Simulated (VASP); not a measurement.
The system is Be3CdS4.

```
Be Cd S
1.0
     3.46058   -0.00456   -0.02656
    -0.00456    3.53946    0.01986
    -0.07878    0.05891   10.72736
Be Cd S
3 1 4
Direct
  0.50003 0.51847 0.27568
  0.99359 0.00561 0.50057
  0.49909 0.51040 0.72404
  0.99883 0.00152 0.99712
  0.52038 0.97768 0.16815
  0.50758 0.99593 0.60767
  0.99434 0.47756 0.39578
  0.98617 0.51282 0.83098
```

| Property | Result |
| --- | --- |
| Program | VASP 6.6.1 |
| Task | relaxation of cell and atoms |
| Functional | PBE |
| Potentials or basis | VASP PAW PBE potentials, release 64 (Be, Cd, S) |
| Cutoff | 600 eV |
| k mesh | 4 × 4 × 2 |
| Occupations | gaussian, width 0.1 eV |
| Spin | no spin polarisation |

At the start: pressure 3.3 GPa; volume 16.42 Å³/atom.

Question: Where does the relaxation end?

Answer: Over 10 steps the energy falls by 41.3 meV/atom and the volume is 16.96 Å³/atom (+3.3 %); space group P1 (No. 1, to 0.1 Å) before, P-4m2 (No. 115, to 0.1 Å).

Step by step:
```
step  energy change (eV)  largest force (eV/Å)  pressure (GPa)  volume (Å³)
   1              0.0000                1.5505            3.27       131.38
   2             -0.2750                0.3583           -1.30       137.82
   3             -0.2750                0.3592           -1.29       137.81
   4             -0.3162                0.1969           -0.10       135.73
   5             -0.3208                0.1676            0.48       134.81
   6             -0.3279                0.0749            0.05       135.52
   7             -0.3283                0.0948           -0.09       135.76
   8             -0.3296                0.0424           -0.01       135.66
   9             -0.3300                0.0347            0.05       135.58
  10             -0.3303                0.0228           -0.02       135.70
```

Final structure:
```
Be Cd S
1.0
     3.58512    0.00021    0.00408
     0.00000    3.58451   -0.00306
     0.01238   -0.01133   10.55938
Be Cd S
3 1 4
Cartesian
  1.7989 1.7773 2.9183
  3.5874 3.5702 5.2819
  1.7900 1.7933 7.6423
  0.0326 0.0062 10.5585
  1.8052 3.5716 1.7706
  1.7942 -0.0032 6.4596
  3.5897 1.7770 4.1054
  3.5834 1.7957 8.7887
```

Caveat: the k points lie up to 0.44 Å⁻¹ apart in the final cell.
